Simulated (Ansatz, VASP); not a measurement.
# MoS2 in VASP and in Ansatz

```
CELL_PARAMETERS angstrom
1.58150 0.91308 6.12333
-1.58150 0.91308 6.12333
0.00000 -1.82616 6.12333
ATOMIC_POSITIONS crystal
Mo 0.00000 0.00000 0.00000
S 0.74840 0.74840 0.74840
S 0.58490 0.58490 0.58490
```

Alike in both runs: task single point; functional r2SCAN; k mesh 7 × 7 × 7; occupations gaussian, width 0.05 eV; collinear spin; Hubbard terms Mo d U = 3.0 eV.

|  | VASP | Ansatz |
| --- | --- | --- |
| version | VASP 6.6.1 | Ansatz 0.2.0 |
| potentials or method | VASP PAW PBE potentials, release 64 (Mo_sv, S), cutoff 550 eV | scalar-relativistic, plane waves, PAW |
| valence electrons in the cell | 26 | 26 |

```csv
,VASP,Ansatz,Ansatz less VASP
gap on the k mesh at the Fermi level (eV),1.02,0.97,-0.053
least direct gap on the mesh (eV),2.18,2.14,-0.041
pressure (GPa),10.1,8.1,-1.97
"traceless stress, the component that is largest in VASP (GPa)",3.86,3.77,-0.084
rms of the force components (eV/Å),0.650,0.544,-0.1059
net moment per atom (μB),0.00,0.00,0.000
```

VASP's potentials were made for PBE, not for r2SCAN. The programs project onto different local orbitals, so the same U acts differently, and such runs can settle in different states. Atom by atom the forces differ by 0.106 eV/Å (rms over components). Ansatz's warnings: seeded moment not kept, stability check not made.
